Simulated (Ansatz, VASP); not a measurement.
# One calculation of Ba, two programs

File INCAR:

```
PREC     = Accurate       # precision mode
ENCUT    = 520            # plane-wave cutoff, eV
EDIFF    = 1E-7           # SCF threshold, eV
ISMEAR   = 0              # smearing method
SIGMA    = 0.1            # smearing width, eV
LREAL    = False          # projectors in reciprocal space
LASPH    = True           # aspherical terms in the spheres
NELM     = 100            # most SCF steps
ALGO     = Normal         # electronic algorithm
ISIF     = 2              # what is computed and relaxed
LWAVE    = False          # write WAVECAR
LCHARG   = True           # write CHGCAR
GGA      = PE             # functional
LELF     = True           # ELF
LVHAR    = True         
NBANDS   = 28             # bands
```

KPOINTS

```
regular mesh
0
Gamma
  6 6 2
```

The input POSCAR:

```
Ba
1.0
    4.6643343110      0.0000000000      0.0000000000
   -2.3321671554      4.0394320050      0.0000000000
    0.0000000000      0.0000000000     15.1677703586
Ba
4
Direct
    0.0000000000      0.0000000000      0.0000000000
    0.3333333300      0.6666666700      0.2500000000
    0.0000000000      0.0000000000      0.5000000000
    0.6666666700      0.3333333300      0.7500000000
```

Input for Ansatz:

```yaml
crystal:
  lattice:
    - [4.664334311, 0.0, 0.0]
    - [-2.3321671554, 4.039432005, 0.0]
    - [0.0, 0.0, 15.1677703586]
  atoms:
    - { symbol: Ba, position: [0.0, 0.0, 0.0] }
    - { symbol: Ba, position: [0.33333333, 0.66666667, 0.25] }
    - { symbol: Ba, position: [0.0, 0.0, 0.5] }
    - { symbol: Ba, position: [0.66666667, 0.33333333, 0.75] }
basis:
  ecutwfc: 420
kpoints:
  mp_grid: { grid: [6, 6, 2] }
hamiltonian:
  xc: pbe
scf:
  occupations: { method: gaussian, width: 0.1 }
output:
  forces: true
  stress: true
  eigenvalues: true
```

Alike in both runs: task single point; functional PBE; k mesh 6 × 6 × 2; occupations gaussian, width 0.1 eV; no spin polarisation.

|  | VASP | Ansatz |
| --- | --- | --- |
| version | VASP 6.6.1 | Ansatz 0.2.0 |
| potentials or method | VASP PAW PBE potentials, release 64 (Ba_sv), cutoff 520 eV | scalar-relativistic, plane waves, PAW |
| valence electrons in the cell | 40 | 40 |

```csv
,VASP,Ansatz,Ansatz less VASP
gap on the k mesh at the Fermi level (eV),none,none,-
pressure (GPa),-0.7,-0.8,-0.03
```

A gap of «none» marks a metal or a gap that the smearing closes. With one functional, cell and mesh, what is left measures potentials, basis and numerics.

Neither program's run includes spin-orbit coupling.
